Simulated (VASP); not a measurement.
MgS (Niningerite): single point with PBE

Crystal: MgS (Niningerite).

```xyz
2
Lattice="0.0000 2.6232 2.6232 2.6232 0.0000 2.6232 2.6232 2.6232 0.0000" Properties=species:S:1:pos:R:3 pbc="T T T"
Mg    0.0000    0.0000    0.0000
S     2.6232    2.6232    2.6232
```

| Property | Result |
| --- | --- |
| Program | VASP 6.6.1 |
| Task | single point |
| Functional | PBE |
| Potentials or basis | VASP PAW PBE potentials, release 64 (Mg, S) |
| Cutoff | 520 eV |
| k mesh | 6 × 6 × 6 |
| Occupations | gaussian, width 0.01 eV |
| Spin | no spin polarisation |
| Dipole correction | no |
| Further INCAR settings | ALGO = Normal; EDIFF = 1e-06; NBANDS = 11 |

```json
{
  "Pressure": "-1.0 GPa",
  "Band gap on the k mesh": "2.72 eV, indirect (least direct gap 3.52 eV)"
}
```

Levels at points of the mesh, in eV from the valence-band top:
| k point | band 1 | band 2 | band 3 | band 4 | band 5 | band 6 | band 7 | band 8 | band 9 |
| --- | --- | --- | --- | --- | --- | --- | --- | --- | --- |
| (0.00, 0.00, 0.00) | -12.53 | 0.00 | 0.00 | 0.00 | 3.52 | 7.97 | 7.97 | 7.97 | 10.32 |
| (0.50, 0.00, 0.00) | -11.29 | -4.70 | -0.56 | -0.56 | 4.51 | 6.88 | 6.88 | 9.84 | 12.02 |
| (0.50, 0.50, 0.00) | -10.93 | -4.07 | -1.63 | -1.63 | 2.72 | 4.47 | 11.76 | 12.75 | 13.12 |

Run time: 5.1 s on 1 thread of Intel Xeon 6975P-C (shared host), peak memory 0.15 GiB.

A k mesh can miss the band edges.
